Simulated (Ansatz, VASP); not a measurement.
## Zr2N: VASP beside Ansatz

```
Zr N
1.0
     5.41300    0.00000    0.00000
     0.00000    5.41300    0.00000
     0.00000    0.00000    3.30779
Zr N
4 2
Direct
  0.29613 0.29613 0.00000
  0.70387 0.70387 0.00000
  0.79613 0.20387 0.50000
  0.20387 0.79613 0.50000
  0.00000 0.00000 0.00000
  0.50000 0.50000 0.50000
```

Alike in both runs: task single point; functional r2SCAN; k mesh 1 × 1 × 2; occupations gaussian, width 0.1 eV; no spin polarisation.

```csv
,VASP,Ansatz
version,VASP 6.6.1,Ansatz 0.2.0
potentials or method,"VASP PAW PBE potentials, release 64 (Zr_sv, N), cutoff 520 eV","scalar-relativistic, plane waves, PAW"
valence electrons in the cell,58,58
```

|  | VASP | Ansatz | Ansatz less VASP |
| --- | --- | --- | --- |
| gap on the k mesh at the Fermi level (eV) | none | none | - |
| pressure (GPa) | 2.8 | 2.6 | -0.13 |
| traceless stress, the component that is largest in VASP (GPa) | -9.22 | -9.25 | -0.027 |
| rms of the force components (eV/Å) | 0.501 | 0.505 | +0.0034 |

VASP's potentials were made for PBE, not for r2SCAN. Atom by atom the forces differ by 0.003 eV/Å (rms over components). A gap of «none» marks a metal or a gap that the smearing closes. The functional is the same, so the differences come from potentials, cutoffs and numerics.

The k mesh is coarse, so the values compare programs but aren't converged.
